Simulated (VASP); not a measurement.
SiC, 4 atoms in the cell. It takes space group P6_3mc (No. 186, hexagonal). The conventional cell has a = 3.075 Å, b = 3.075 Å, c = 4.923 Å, α = 90.00°, β = 90.00°, γ = 120.00°. Within 2.5 Å of Si (site symmetry 3m) lie 4 C at 1.86 to 1.87 Å. C (site symmetry 3m) has 4 Si at 1.86 to 1.87 Å within 2.5 Å.  This cell differs from its parent crystal: uniaxial z strain -2.5%.

| Quantity | Value |
| --- | --- |
| Program | VASP 6.6.1 |
| Task | single point |
| Functional | PBE |
| Potentials or basis | VASP PAW PBE potentials, release 64 (Si, C) |
| Cutoff | 520 eV |
| k mesh | 12 × 12 × 6 |
| Occupations | fermi-dirac, width 0.02 eV |
| Spin | no spin polarisation |
| Dipole correction | no |
| Further INCAR settings | ALGO = Normal; EDIFF = 1e-07; NBANDS = 16 |

Potentials or basis: VASP PAW PBE potentials, release 64 (Si, C).

Run with:

```sh
$ cat potpaw_PBE.64/Si/POTCAR potpaw_PBE.64/C/POTCAR > POTCAR
$ mpirun -np 1 vasp_std > vasp.out
```

Hardware: 1 thread of Intel(R) Xeon(R) 6975P-C (Granite Rapids), on a shared host.

Question: How long does it take, and how much memory?

Answer: Run time: 19 s on 1 thread of Intel(R) Xeon(R) 6975P-C (Granite Rapids), with other jobs on the host, peak memory 0.17 GiB. Counts: scf iterations 14, k points 76.
